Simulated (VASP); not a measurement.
Write the native input for VASP 6.6.1 that does the following.

- Task: relaxation of cell and atoms
- Functional: PBE
- Dispersion: D4
- Potentials or basis: VASP PAW PBE potentials, release 64 (Ca_sv)
- Cutoff: 500 eV
- k mesh: 8 × 8 × 8
- Occupations: fermi-dirac, width 0.02 eV
- Spin: no spin polarisation
- Dipole correction: no
- Further INCAR settings: ALGO = Normal; EDIFF = 1e-07; IBRION = 2; EDIFFG = -0.01; NSW = 80; ISIF = 3

The structure of Ca lies in POSCAR:

```
Ca
1.0
    0.0000000000      2.7942000000      2.7942000000
    2.7942000000      0.0000000000      2.7942000000
    2.7942000000      2.7942000000      0.0000000000
Ca
1
Direct
    0.0000000000      0.0000000000      0.0000000000
```

The input as run:

INCAR

```
PREC = Accurate
ENCUT = 500
EDIFF = 1E-7
ISMEAR = -1
SIGMA = 0.02
LREAL = False
LASPH = True
NELM = 120
ALGO = Normal
ISIF = 3
LWAVE = False
LCHARG = False
GGA = PE
IVDW = 13
IBRION = 2
NSW = 80
EDIFFG = -0.01
GGA_COMPAT = False
NELMIN = 4
```

KPOINTS

```
Automatic mesh
0
Gamma
  8 8 8
```

Potentials or basis: VASP PAW PBE potentials, release 64 (Ca_sv).

The run is started by

```console
$ cat potpaw_PBE.64/Ca_sv/POTCAR > POTCAR
$ mpirun -np 1 vasp_std > vasp.out
```

It gave:

| Property | Result |
| --- | --- |
| Relaxed volume | 41.84 Å³/atom |
| Relaxed cell | a = 3.897 Å, b = 3.897 Å, c = 3.897 Å, α = 60.00°, β = 60.00°, γ = 60.00° |
| Space group after relaxing (to 0.1 Å) | Fm-3m (No. 225) |
| Energy gained by relaxing | 9.3 meV/atom |
| Ionic steps | 16 |
| Pressure after relaxing | 0.0 GPa |
| Band gap on the k mesh | zero (bands 5 and 6 overlap by 0.35 eV) |
| Dispersion energy per atom | -0.176 eV |

It took 2.2 min on 1 thread of Intel Xeon 8259CL, on a shared host, peak memory 0.18 GiB.
